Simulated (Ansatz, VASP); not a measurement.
# Two plane-wave programs on Ta2N

```
Ta N
1.0
     5.16097    0.00000    0.00000
    -2.58049    4.46953    0.00000
     0.00000    0.00000    5.01285
Ta N
6 3
Direct
  0.69083 0.69083 0.75260
  0.00000 0.30917 0.75260
  0.30917 0.00000 0.75260
  0.30917 0.30917 0.24740
  0.00000 0.69083 0.24740
  0.69083 0.00000 0.24740
  0.66667 0.33333 0.50000
  0.33333 0.66667 0.50000
  0.00000 0.00000 0.00000
```

Alike in both runs: task single point; functional LDA; k mesh 9 × 9 × 8; occupations gaussian, width 0.15 eV; no spin polarisation.

```csv
,VASP,Ansatz
version,VASP 6.6.1,Ansatz 0.2.0
potentials or method,"VASP PAW LDA potentials, release 64 (Ta_pv, N), cutoff 520 eV","scalar-relativistic, plane waves, PAW"
valence electrons in the cell,81,93
```

|  | VASP | Ansatz | Ansatz less VASP |
| --- | --- | --- | --- |
| gap on the k mesh at the Fermi level (eV) | none | none | - |
| pressure (GPa) | 8.0 | 6.3 | -1.67 |
| traceless stress, the component that is largest in VASP (GPa) | -9.36 | -9.40 | -0.043 |
| rms of the force components (eV/Å) | 2.030 | 2.010 | -0.0202 |

Ansatz warns that its potentials were made for another functional, while VASP's fit it. LDA's correlation is that of Perdew and Zunger in VASP and of Perdew and Wang (1992) in Ansatz. Atom by atom the forces differ by 0.021 eV/Å (rms over components). A gap of «none» marks a metal or a gap that the smearing closes. VASP's potentials hold 81 valence electrons a cell and Ansatz's 93, so a difference there can come from the potentials and not from the codes.

Spin-orbit coupling is off throughout.
